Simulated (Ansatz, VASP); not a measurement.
# Two plane-wave programs on MoS2

File INCAR:

```
SYSTEM = MoS2
PREC     = Accurate       ! precision mode
ENCUT    = 520            ! plane-wave cutoff, eV
EDIFF    = 1E-7           ! SCF threshold, eV
ISMEAR   = 0              ! smearing method
SIGMA    = 0.05           ! smearing width, eV
LREAL    = .False.        ! projectors in reciprocal space
LASPH    = .True.         ! aspherical terms in the spheres
NELM     = 100            ! most SCF steps
ALGO     = Normal         ! electronic algorithm
ISIF     = 2              ! what is computed and relaxed
LWAVE    = .False.        ! write WAVECAR
LCHARG   = .True.         ! write CHGCAR
GGA      = PE             ! functional
IVDW     = 12             ! dispersion correction
LELF     = .True.         ! ELF
LVHAR    = .True.       
NBANDS   = 35             ! bands
```

File KPOINTS:

```
Automatic mesh
0
Gamma
  12 12 4
  0 0 0
```

Contents of POSCAR:

```
MoS2
1.0
    3.1493579417      0.0000000000      0.0000000000
   -1.5746789709      2.7274239831      0.0000000000
    0.0000000000      0.0000000000     12.0917670417
Mo S
2 4
Direct
    0.3333333333      0.6666666667      0.2500000000
    0.6666666667      0.3333333333      0.7500000000
    0.3333333333      0.6666666667      0.6188427823
    0.6666666667      0.3333333333      0.1188427823
    0.3333333333      0.6666666667      0.8811572177
    0.6666666667      0.3333333333      0.3811572177
```

Input for Ansatz:

```yaml
crystal:
  lattice:
    - [3.1493579417, 0.0, 0.0]
    - [-1.5746789709, 2.7274239831, 0.0]
    - [0.0, 0.0, 12.0917670417]
  atoms:
    - { symbol: Mo, position: [0.3333333333, 0.6666666667, 0.25] }
    - { symbol: Mo, position: [0.6666666667, 0.3333333333, 0.75] }
    - { symbol: S, position: [0.3333333333, 0.6666666667, 0.6188427823] }
    - { symbol: S, position: [0.6666666667, 0.3333333333, 0.1188427823] }
    - { symbol: S, position: [0.3333333333, 0.6666666667, 0.8811572177] }
    - { symbol: S, position: [0.6666666667, 0.3333333333, 0.3811572177] }
basis:
  ecutwfc: 420
kpoints:
  mp_grid: { grid: [12, 12, 4] }
hamiltonian:
  xc: pbe
  pseudopotentials: { kind: paw, azcp: { folder: soft_1 } }
  dispersion: d3bj
scf:
  occupations: { method: gaussian, width: 0.05 }
output:
  forces: true
  stress: true
  eigenvalues: true
```

Change from the starting cell: mode 10 frozen in at +0.000 Å and mode 16 at -0.020 Å (largest displacements).

Alike in both runs: task single point; functional PBE; dispersion D3(BJ); k mesh 12 × 12 × 4; occupations gaussian, width 0.05 eV; no spin polarisation.

|  | VASP | Ansatz |
| --- | --- | --- |
| version | VASP 6.6.1 | Ansatz 0.2.0 |
| potentials or method | VASP PAW PBE potentials, release 64 (Mo_sv, S), cutoff 520 eV | scalar-relativistic, plane waves, PAW |
| valence electrons in the cell | 52 | 52 |

```csv
,VASP,Ansatz,Ansatz less VASP
gap on the k mesh at the Fermi level (eV),0.78,0.77,-0.015
least direct gap on the mesh (eV),1.73,1.73,-0.004
pressure (GPa),-2.1,-1.9,+0.13
"traceless stress, the component that is largest in VASP (GPa)",-1.51,-1.48,+0.034
rms of the force components (eV/Å),0.189,0.183,-0.0059
```

Atom by atom the forces differ by 0.006 eV/Å (rms over components).
